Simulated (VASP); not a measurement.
Here is a VASP 6.6.1 calculation.

INCAR

```
SYSTEM = WC
ALGO = Normal
EDIFF = 1E-7
ENCUT = 520
GGA = PS
ISIF = 2
ISMEAR = -1
IVDW = 12
LASPH = .TRUE.
LCHARG = .TRUE.
LELF = .TRUE.
LREAL = .FALSE.
LVHAR = .TRUE.
LWAVE = .FALSE.
NBANDS = 16
NELM = 80
PREC = Accurate
SIGMA = 0.05
```

KPOINTS

```
k-points
0
G
  10 10 10
  0 0 0
```

POSCAR

```
WC
1.0
    0.0000000000      2.1926840000      2.1926840000
    2.1926840000      0.0000000000      2.1926840000
    2.1926840000      2.1926840000      0.0000000000
W C
1 1
Direct
    0.0000000000      0.0000000000      0.0000000000
    0.5000000000      0.5000000000      0.5000000000
```

Potentials or basis: VASP PAW PBE potentials, release 64 (W_sv, C).

Launch:

```console
$ cat potpaw_PBE.64/W_sv/POTCAR potpaw_PBE.64/C/POTCAR > POTCAR
$ mpirun -np 1 vasp_std > vasp.out
```

(1) Predict the dispersion energy per atom.

(2) What does it give for the pressure?

(3) Estimate the band gap on the k mesh.

Results:

(1) -0.442 eV.

(2) -16.0 GPa.

(3) zero (band 9 reaches 13.30 eV, above the bottom of band 10 at 10.11 eV).

Caveat: three body term missing; the PAW data sets were made with another functional, which shifts forces and pressure a little; spin-orbit coupling is left out, which moves the levels of the heavy elements; pairwise dispersion overbinds metals, which lowers pressure and volume.
